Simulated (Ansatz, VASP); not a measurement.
One calculation of AgRh2, two programs

The input INCAR:

```
PREC = Accurate ; ENCUT = 600
EDIFF = 1E-6 ; ISMEAR = 0
SIGMA = 0.1 ; LREAL = F
LASPH = T ; NELM = 100
ALGO = Normal ; ISIF = 3
LWAVE = F ; LCHARG = F
GGA = PE ; IBRION = 2
NSW = 90 ; EDIFFG = -0.04
```

KPOINTS

```
regular mesh
0
Gamma
  6 6 6
```

Contents of POSCAR:

```
AgRh2
1.0
    4.4885204112      0.0000000000      0.0000000000
   -2.2442602056      3.8871727015      0.0000000000
    0.0000000000      0.0000000000      2.6537439183
Ag Rh
1 2
Direct
    0.0000000000      0.0000000000      0.0000000000
    0.3333333333      0.6666666667      0.5000000000
    0.6666666667      0.3333333333      0.5000000000
```

Input for Ansatz:

```yaml
crystal:
  lattice:
    - [4.4885204112, 0.0, 0.0]
    - [-2.2442602056, 3.8871727015, 0.0]
    - [0.0, 0.0, 2.6537439183]
  atoms:
    - { symbol: Ag, position: [0.0, 0.0, 0.0] }
    - { symbol: Rh, position: [0.3333333333, 0.6666666667, 0.5] }
    - { symbol: Rh, position: [0.6666666667, 0.3333333333, 0.5] }
basis:
  ecutwfc: 420
kpoints:
  mp_grid: { grid: [6, 6, 6] }
hamiltonian:
  xc: pbe
scf:
  occupations: { method: gaussian, width: 0.1 }
  lower_state_search: "off"
output:
  forces: true
  stress: true
  eigenvalues: true
relax:
  adjacent_minimum: "off"
  f_tol: 0.04
  max_steps: 70
  cell: { stress_tol: 0.4 }
```

Alike in both runs: task relaxation of cell and atoms; functional PBE; k mesh 6 × 6 × 6; occupations gaussian, width 0.1 eV; no spin polarisation.

```csv
,VASP,Ansatz
version,VASP 6.6.1,Ansatz 0.2.0
potentials or method,"VASP PAW PBE potentials, release 64 (Ag, Rh_pv), cutoff 600 eV","scalar-relativistic, plane waves, PAW"
valence electrons in the cell,41,53
```

Ansatz gave:

- gap on the k mesh at the Fermi level, each at its own relaxed structure (eV): none
- relaxed volume (Å³/atom): 15.56
- relaxed length of the cell vector where the two differ most in proportion (Å): 4.431

Q: Estimate VASP's values.

A: gap on the k mesh at the Fermi level, each at its own relaxed structure (eV): none; relaxed volume (Å³/atom): 15.56; relaxed length of the cell vector where the two differ most in proportion (Å): 4.430.

A gap of «none» marks a metal or a gap that the smearing closes. VASP's potentials hold 41 valence electrons a cell and Ansatz's 53, so a difference there can come from the potentials and not from the codes.

The k mesh is coarse, so the values compare programs but aren't converged.
